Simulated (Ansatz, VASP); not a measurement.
One calculation of Co3W2, two programs

INCAR

```
SYSTEM = Co3W2
  PREC = Accurate
  ENCUT = 520
  EDIFF = 1E-6
  ISMEAR = 0
  SIGMA = 0.1
  LREAL = .False.
  LASPH = .True.
  NELM = 150
  ALGO = Normal
  ISIF = 2
  LWAVE = .False.
  LCHARG = .False.
  ISPIN = 2
  MAGMOM = 3 3 3 3 3 3 0 0 0 0
  LORBIT = 11
  LMAXMIX = 4
  GGA = PE
  NBANDS = 70
```

Contents of KPOINTS:

```
Automatic mesh
0
Gamma
  6 6 1
  0 0 0
```

Contents of POSCAR:

```
Co3W2
1.0
    2.6369121300      0.0000000000      0.0000000000
   -1.3184560700      2.2836328900      0.0000000000
    0.0000000000      0.0000000000     21.9353269800
Co W
6 4
Direct
    0.3333333300      0.6666666700      0.2500000000
    0.3333333300      0.6666666700      0.6500000000
    0.3333333300      0.6666666700      0.8500000000
    0.6666666700      0.3333333300      0.1500000000
    0.6666666700      0.3333333300      0.3500000000
    0.6666666700      0.3333333300      0.7500000000
    0.3333333300      0.6666666700      0.0500000000
    0.3333333300      0.6666666700      0.4500000000
    0.6666666700      0.3333333300      0.5500000000
    0.6666666700      0.3333333300      0.9500000000
```

Input for Ansatz:

```yaml
crystal:
  lattice:
    - [2.63691213, 0.0, 0.0]
    - [-1.31845607, 2.28363289, 0.0]
    - [0.0, 0.0, 21.93532698]
  atoms:
    - { symbol: Co, position: [0.33333333, 0.66666667, 0.25], spin: 3.0 }
    - { symbol: Co, position: [0.33333333, 0.66666667, 0.65], spin: 3.0 }
    - { symbol: Co, position: [0.33333333, 0.66666667, 0.85], spin: 3.0 }
    - { symbol: Co, position: [0.66666667, 0.33333333, 0.15], spin: 3.0 }
    - { symbol: Co, position: [0.66666667, 0.33333333, 0.35], spin: 3.0 }
    - { symbol: Co, position: [0.66666667, 0.33333333, 0.75], spin: 3.0 }
    - { symbol: W, position: [0.33333333, 0.66666667, 0.05] }
    - { symbol: W, position: [0.33333333, 0.66666667, 0.45] }
    - { symbol: W, position: [0.66666667, 0.33333333, 0.55] }
    - { symbol: W, position: [0.66666667, 0.33333333, 0.95] }
basis:
  ecutwfc: 420
kpoints:
  mp_grid: { grid: [6, 6, 1] }
hamiltonian:
  xc: pbe
scf:
  occupations: { method: gaussian, width: 0.1 }
  lower_state_search: "off"
output:
  forces: true
  stress: true
  eigenvalues: true
  populations: true
magnetization:
  spin_polarized: true
```

Alike in both runs: task single point; functional PBE; k mesh 6 × 6 × 1; occupations gaussian, width 0.1 eV; collinear spin.

```csv
,VASP,Ansatz
version,VASP 6.6.1,Ansatz 0.2.0
potentials or method,"VASP PAW PBE potentials, release 64 (Co, W_sv), cutoff 520 eV","scalar-relativistic, plane waves, PAW"
valence electrons in the cell,110,158
```

VASP gave:

```
gap on the k mesh at the Fermi level (eV)                     : none
pressure (GPa)                                                : 13.1
traceless stress, the component that is largest in VASP (GPa) : -2.16
rms of the force components (eV/Å)                            : 1.778
net moment per atom (μB)                                      : 0.78
size of the moment on the site where the two differ most (μB) : 1.74
```

Q: What did Ansatz give for the same quantities?

A: gap on the k mesh at the Fermi level (eV): none; pressure (GPa): 12.5; traceless stress, the component that is largest in VASP (GPa): -2.06; rms of the force components (eV/Å): 1.754; net moment per atom (μB): 0.78; size of the moment on the site where the two differ most (μB): 1.78.

Site moments also hang on the region over which each program counts them. Atom by atom the forces differ by 0.025 eV/Å (rms over components). A gap of «none» marks a metal or a gap that the smearing closes. With one functional, cell and mesh, what is left measures potentials, basis and numerics. VASP's potentials hold 110 valence electrons a cell and Ansatz's 158, so a difference there can come from the potentials and not from the codes.

The k mesh is coarse, so the values compare programs but aren't converged. Spin-orbit coupling is off throughout.
